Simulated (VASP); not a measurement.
# CdTe (P4/mmm) in VASP: notebook

Runs on CdTe. Level: PBE. Tasks: single point, relaxation of cell and atoms.

Everything below comes from runs of VASP 6.6.1. Logs are shortened: lines on timing, memory, paths and dates and some standing lists are left out, and cuts for length are marked.

## Step 1: The cell of the first run

Symmetry: P4/mmm, No. 123, tetragonal system. Conventional cell: a = 3.341 Å, b = 3.341 Å, c = 4.772 Å, α = 90.00°, β = 90.00°, γ = 90.00°. Cd (site symmetry 4/mmm) has 4 Cd at 3.34 Å and 8 Te at 3.36 Å within 4.4 Å. Within 4.4 Å of Te (site symmetry 4/mmm) lie 4 Te at 3.34 Å and 8 Cd at 3.36 Å.

## Step 2: Single point, PBE

INCAR

```
PREC = Accurate ; ENCUT = 520
EDIFF = 1E-6 ; ISMEAR = 0
SIGMA = 0.1 ; LREAL = False
LASPH = True ; NELM = 60
ALGO = Normal ; ISIF = 2
LWAVE = False ; LCHARG = False
GGA = PE ; NBANDS = 16
```

KPOINTS

```
Automatic mesh
0
Gamma
  4 4 4
```

POSCAR

```
CdTe
1.0
    3.3412734923      0.0000000000      0.0000000000
    0.0000000000      3.3412734923      0.0000000000
    0.0000000000      0.0000000000      4.7718717348
Cd Te
1 1
Direct
    0.5000000000      0.5000000000      0.5000000000
    0.0000000000      0.0000000000      0.0000000000
```

Potentials or basis: VASP PAW PBE potentials, release 64 (Cd, Te).

The run is started by

```bash
cat potpaw_PBE.64/Cd/POTCAR potpaw_PBE.64/Te/POTCAR > POTCAR
mpirun -np 1 vasp_std > vasp.out
```

OUTCAR:

```text
PREC = Accurate
   ENCUT = 520
   EDIFF = 1E-6
   ISMEAR = 0
   LREAL = False
   LASPH = True
   NELM = 60
   ISIF = 2
   GGA = PE

 ion  position               nearest neighbor table
   1  0.500  0.500  0.500-   2 3.36   2 3.36   2 3.36   2 3.36   2 3.36   2 3.36   2 3.36   2 3.36

   2  0.000  0.000  0.000-   1 3.36   1 3.36   1 3.36   1 3.36   1 3.36   1 3.36   1 3.36   1 3.36

  LATTYP: Found a simple tetragonal cell.
 ALAT       =     3.3412734923
 C/A-ratio  =     1.4281595762

  Lattice vectors:

 A1 = (   3.3412734923,   0.0000000000,   0.0000000000)
 A2 = (   0.0000000000,   3.3412734923,   0.0000000000)
 A3 = (   0.0000000000,   0.0000000000,   4.7718717348)

Analysis of symmetry for initial positions (statically):
=====================================================================
 Subroutine PRICEL returns:
 Original cell was already a primitive cell.

 Routine SETGRP: Setting up the symmetry group for a
 simple tetragonal supercell.

 Subroutine GETGRP returns: Found 16 space group operations
 (whereof 16 operations were pure point group operations)
 out of a pool of 16 trial point group operations.

The static configuration has the point symmetry D_4h.

Analysis of symmetry for dynamics (positions and initial velocities):
=====================================================================
 Subroutine PRICEL returns:
 Original cell was already a primitive cell.

 Routine SETGRP: Setting up the symmetry group for a
 simple tetragonal supercell.

 Subroutine GETGRP returns: Found 16 space group operations
 (whereof 16 operations were pure point group operations)
 out of a pool of 16 trial point group operations.

The dynamic configuration has the point symmetry D_4h.

 Subroutine INISYM returns: Found 16 space group operations
 (whereof 16 operations are pure point group operations),
 and found     1 'primitive' translations

----------------------------------------------------------------------------------------

                                     Primitive cell

  volume of cell :      53.2737

  direct lattice vectors                    reciprocal lattice vectors
     3.341273492  0.000000000  0.000000000     0.299287084  0.000000000  0.000000000
     0.000000000  3.341273492  0.000000000     0.000000000  0.299287084  0.000000000
     0.000000000  0.000000000  4.771871735     0.000000000  0.000000000  0.209561375

  length of vectors
     3.341273492  3.341273492  4.771871735     0.299287084  0.299287084  0.209561375

  position of ions in fractional coordinates (direct lattice)
     0.500000000  0.500000000  0.500000000
     0.000000000  0.000000000  0.000000000

  ion indices of the primitive-cell ions
   primitive index   ion index
                 1           1
                 2           2

----------------------------------------------------------------------------------------

 KPOINTS: Automatic mesh

Automatic generation of k-mesh.
 Grid dimensions read from file:
 generate k-points for:    4    4    4

 Generating k-lattice:

  Cartesian coordinates                     Fractional coordinates (reciprocal lattice)
     0.074821771  0.000000000  0.000000000     0.250000000  0.000000000  0.000000000
     0.000000000  0.074821771  0.000000000     0.000000000  0.250000000  0.000000000
     0.000000000  0.000000000  0.052390344     0.000000000  0.000000000  0.250000000

  Length of vectors
     0.074821771  0.074821771  0.052390344

  Shift w.r.t. Gamma in fractional coordinates (k-lattice)
     0.000000000  0.000000000  0.000000000

 Subroutine IBZKPT returns following result:
 ===========================================

 Found     18 irreducible k-points:

 Following reciprocal coordinates:
            Coordinates               Weight
  0.000000  0.000000  0.000000      1.000000
  0.250000  0.000000  0.000000      4.000000
  0.500000  0.000000  0.000000      2.000000
  0.250000  0.250000  0.000000      4.000000
  0.500000  0.250000  0.000000      4.000000
  0.500000  0.500000  0.000000      1.000000
[... 10 lines left out ...]
  0.500000  0.250000  0.500000      4.000000
  0.500000  0.500000  0.500000      1.000000
   k-points           NKPTS =     18   k-points in BZ     NKDIM =     18   number of bands    NBANDS=     16
   number of dos      NEDOS =    301   number of ions     NIONS =      2
   total plane-waves  NPLWV =  28224
   dimension x,y,z NGX =    28 NGY =   28 NGZ =   36
   dimension x,y,z NGXF=    56 NGYF=   56 NGZF=   72
   ions per type =               1   1
   NGX,Y,Z   is equivalent  to a cutoff of  13.93, 13.93, 12.54 a.u.
   NGXF,Y,Z  is equivalent  to a cutoff of  27.86, 27.86, 25.08 a.u.
 SYSTEM =  unknown system
   PREC   = accura    normal or accurate (medium, high low for compatibility)
   ISTART =      0    job   : 0-new  1-cont  2-samecut
   ICHARG =      2    charge: 1-file 2-atom 10-const
   ISPIN  =      1    spin polarized calculation?
   LNONCOLLINEAR =      F non collinear calculations
   LSORBIT =      F    spin-orbit coupling
   LASPH  =      T    aspherical Exc in radial PAW
   ENCUT  =  520.0 eV  38.22 Ry    6.18 a.u.   6.21  6.21  8.87*2*pi/ulx,y,z
   NELM   =     60;   NELMIN=  2; NELMDL= -5     # of ELM steps
   EDIFF  = 0.1E-05   stopping-criterion for ELM
   LREAL  =      F    real-space projection
   EDIFFG = 0.1E-04   stopping-criterion for IOM
   NSW    =      0    number of steps for IOM
   IBRION =     -1    ionic relax: 0-MD 1-quasi-New 2-CG
   NFREE  =      0    steps in history (QN), initial steepest desc. (CG)
   ISIF   =      2    stress and relaxation
   ISYM   =      2    0-nonsym 1-usesym 2-fastsym
   POTIM  = 0.5000    time-step for ionic-motion
   TEBEG  =    0.0;   TEEND  =   0.0 temperature during run
   PSTRESS=    0.0 pullay stress
   NELECT =      18.0000    total number of electrons
   NUPDOWN=      -1.0000    fix difference up-down
   EMIN   =  10.00;   EMAX   =-10.00  energy-range for DOS
   EFERMI =   0.00;   METHOD = LEGACY
   ISMEAR =     0;   SIGMA  =   0.10  broadening in eV -4-tet -1-fermi 0-gaus
   EFERMI_NEDOS =   21; number of points for ismear=-14 and -15
   IALGO  =     38    algorithm
   IMIX   =      4    mixing-type and parameters
     AMIX     =   0.40;   BMIX     =  1.00
     AMIX_MAG =   1.60;   BMIX_MAG =  1.00
  volume/ion in A,a.u.               =      26.64       179.75
  Fermi-wavevector in a.u.,A,eV,Ry     =   1.140236  2.154734 17.689452  1.300138
  Thomas-Fermi vector in A             =   2.276938
   LORBIT       =      0    0 simple, 1 ext, 2 COOP (PROOUT), +10 PAW based schemes
   GGA     = PE    functional components
   LHFCALC =     F    Hartree Fock is set to
   AEXX    =    0.0000 exact exchange contribution
   IVDW    =     0    specifies the selected vdW correction
   LEPSILON=     F    determine dielectric tensor
   LRPA    =     F    only Hartree local field effects (RPA)
 non-spin polarized calculation
 Gauss-broadening in eV      SIGMA  =   0.10
  energy-cutoff  :      520.00
  volume of cell :       53.27
 maximum number of plane-waves:      1464
 NGX is ok and might be reduce to    28
   NGX = 13   NGY = 13   NGZ = 17

 number of electron      18.0000005 magnetization

 Free energy of the ion-electron system (eV)
  ---------------------------------------------------
  ext. energy  EPLUGINS =         0.00000000
  ---------------------------------------------------
  free energy    TOTEN  =        -3.94560831 eV

  energy without entropy =       -3.94560807  energy(sigma->0) =       -3.94560819

 E-fermi :   5.5028     XC(G=0): -10.1743

 val. band max:        5.1928761002   @ k =   0.5000   0.5000   0.2500
 cond. band min:       5.8262784533   @ k =   0.0000   0.0000   0.0000
 fundamental gap:      0.6334023531
 Fermi energy:         5.5028278085

 k-point     1 :       0.0000    0.0000    0.0000
  band No.  band energies     occupation
      1      -7.7534      2.00000
      2      -3.6959      2.00000
      3      -3.4892      2.00000
      4      -3.1662      2.00000
      5      -3.1662      2.00000
      6      -3.0577      2.00000
[... 8 lines left out ...]
     15      15.0264      0.00000
     16      16.8042      0.00000

 k-point     2 :       0.2500    0.0000    0.0000
  band No.  band energies     occupation
      1      -7.1098      2.00000
      2      -3.5876      2.00000
      3      -3.3785      2.00000
      4      -3.3369      2.00000
      5      -3.1616      2.00000
      6      -3.1527      2.00000
[... 8 lines left out ...]
     15      16.1798      0.00000
     16      16.6226      0.00000

 k-point     3 :       0.5000    0.0000    0.0000
  band No.  band energies     occupation
      1      -6.1270      2.00000
      2      -3.5604      2.00000
      3      -3.5348      2.00000
      4      -3.2938      2.00000
      5      -3.2618      2.00000
      6      -3.1391      2.00000
[... 8 lines left out ...]
     15      15.0705      0.00000
     16      18.1953      0.00000

 k-point     4 :       0.2500    0.2500    0.0000
  band No.  band energies     occupation
      1      -6.4944      2.00000
      2      -3.3664      2.00000
      3      -3.3539      2.00000
      4      -3.3338      2.00000
      5      -3.2868      2.00000
      6      -3.2095      2.00000
[... 8 lines left out ...]
     15      13.7506      0.00000
     16      16.8534      0.00000

 k-point     5 :       0.5000    0.2500    0.0000
  band No.  band energies     occupation
      1      -5.5972      2.00000
      2      -3.4841      2.00000
      3      -3.2993      2.00000
      4      -3.2980      2.00000
      5      -3.2771      2.00000
      6      -3.1246      2.00000
[... 8 lines left out ...]
     15      14.3049      0.00000
     16      15.3549      0.00000

 k-point     6 :       0.5000    0.5000    0.0000
  band No.  band energies     occupation
      1      -4.9539      2.00000
      2      -3.4077      2.00000
      3      -3.4077      2.00000
      4      -3.1716      2.00000
      5      -3.1155      2.00000
      6      -2.8610      2.00000
[... 8 lines left out ...]
     15      11.7828      0.00000
     16      11.7828      0.00000

 k-point     7 :       0.0000    0.0000    0.2500
  band No.  band energies     occupation
      1      -7.6104      2.00000
      2      -3.6942      2.00000
      3      -3.4812      2.00000
      4      -3.1807      2.00000
      5      -3.1807      2.00000
      6      -3.0577      2.00000
[... 8 lines left out ...]
     15      13.3619      0.00000
     16      15.7948      0.00000

 k-point     8 :       0.2500    0.0000    0.2500
  band No.  band energies     occupation
      1      -7.0127      2.00000
      2      -3.5855      2.00000
      3      -3.3456      2.00000
      4      -3.2820      2.00000
      5      -3.1644      2.00000
      6      -3.1563      2.00000
[... 8 lines left out ...]
     15      15.5443      0.00000
     16      16.6006      0.00000

 k-point     9 :       0.5000    0.0000    0.2500
  band No.  band energies     occupation
      1      -6.1626      2.00000
      2      -3.5310      2.00000
      3      -3.3120      2.00000
      4      -3.2569      2.00000
      5      -3.1902      2.00000
      6      -3.1428      2.00000
[... 8 lines left out ...]
     15      15.1236      0.00000
     16      16.7787      0.00000
[... 58 lines left out ...]
 k-point    13 :       0.0000    0.0000    0.5000
  band No.  band energies     occupation
      1      -7.4492      2.00000
      2      -3.6925      2.00000
      3      -3.4744      2.00000
      4      -3.1951      2.00000
      5      -3.1951      2.00000
      6      -3.0577      2.00000
[... 8 lines left out ...]
     15      12.3882      0.00000
     16      15.1522      0.00000

 k-point    14 :       0.2500    0.0000    0.5000
  band No.  band energies     occupation
      1      -6.9092      2.00000
      2      -3.5826      2.00000
      3      -3.2902      2.00000
      4      -3.2032      2.00000
      5      -3.1708      2.00000
      6      -3.1564      2.00000
[... 8 lines left out ...]
     15      15.6317      0.00000
     16      15.7257      0.00000

 k-point    15 :       0.5000    0.0000    0.5000
  band No.  band energies     occupation
      1      -6.1954      2.00000
      2      -3.5273      2.00000
      3      -3.2521      2.00000
      4      -3.1465      2.00000
      5      -3.0832      2.00000
      6      -3.0150      2.00000
[... 8 lines left out ...]
     15      15.5903      0.00000
     16      15.6174      0.00000

 k-point    16 :       0.2500    0.2500    0.5000
  band No.  band energies     occupation
      1      -6.3461      2.00000
      2      -3.3576      2.00000
      3      -3.3420      2.00000
      4      -3.3223      2.00000
      5      -3.2429      2.00000
      6      -3.0932      2.00000
[... 8 lines left out ...]
     15      15.2153      0.00000
     16      16.9023      0.00000

 k-point    17 :       0.5000    0.2500    0.5000
  band No.  band energies     occupation
      1      -5.5723      2.00000
      2      -3.4793      2.00000
      3      -3.3651      2.00000
      4      -3.2540      2.00000
      5      -3.1254      2.00000
      6      -3.0383      2.00000
[... 8 lines left out ...]
     15      15.9184      0.00000
     16      16.0563      0.00000

 k-point    18 :       0.5000    0.5000    0.5000
  band No.  band energies     occupation
      1      -4.5038      2.00000
      2      -3.6717      2.00000
      3      -3.5424      2.00000
      4      -3.5424      2.00000
      5      -3.1093      2.00000
      6      -2.8608      2.00000
[... 8 lines left out ...]
     15      17.2322      0.00000
     16      17.6170      0.00000

------------------------ aborting loop because EDIFF is reached ----------------------------------------

  FORCE on cell =-STRESS in cart. coord.  units (eV):
  Direction    XX          YY          ZZ          XY          YZ          ZX
  --------------------------------------------------------------------------------------
  -------------------------------------------------------------------------------------
  Total        0.0164059      0.0164059      0.0888726      0.0000000      0.0000000      0.0000000
  in kB        0.4933976      0.4933976      2.6727947      0.0000000      0.0000000      0.0000000
  external PRESSURE =       1.2198633 kB  Pullay stress =       0.0000000 kB

 VOLUME and BASIS-vectors are now :
 -----------------------------------------------------------------------------
  energy-cutoff  :      520.00
  volume of cell :       53.27
      direct lattice vectors                 reciprocal lattice vectors
     3.341273492  0.000000000  0.000000000     0.299287084  0.000000000  0.000000000
     0.000000000  3.341273492  0.000000000     0.000000000  0.299287084  0.000000000
     0.000000000  0.000000000  4.771871735     0.000000000  0.000000000  0.209561375

 POSITION                                       TOTAL-FORCE (eV/Angst)
 -----------------------------------------------------------------------------------
      1.67064      1.67064      2.38594         0.000000      0.000000      0.000000
      0.00000      0.00000      0.00000         0.000000      0.000000      0.000000
 -----------------------------------------------------------------------------------
    total drift:                                0.000000      0.000000      0.000000

  FREE ENERGIE OF THE ION-ELECTRON SYSTEM (eV)
  ---------------------------------------------------
  free  energy   TOTEN  =        -3.9456083129 eV

  energy  without entropy=       -3.9456080675  energy(sigma->0) =       -3.94560819
```

It took 16 s on 1 thread of Intel Xeon Platinum 8375C at 2.90GHz (Ice Lake), shared host; peak memory 0.17 GiB.

Results:

| Item | Value |
| --- | --- |
| Free energy | -3.9456 eV |
| Pressure | 0.1 GPa |
| Band gap on the k mesh | zero (band 9 reaches 6.28 eV, above the bottom of band 10 at 3.96 eV) |

Caveat: the k points lie up to 0.47 Å⁻¹ apart; spin-orbit coupling is left out, which moves the levels of the heavy elements.

(Continued in part 2 of 3.)
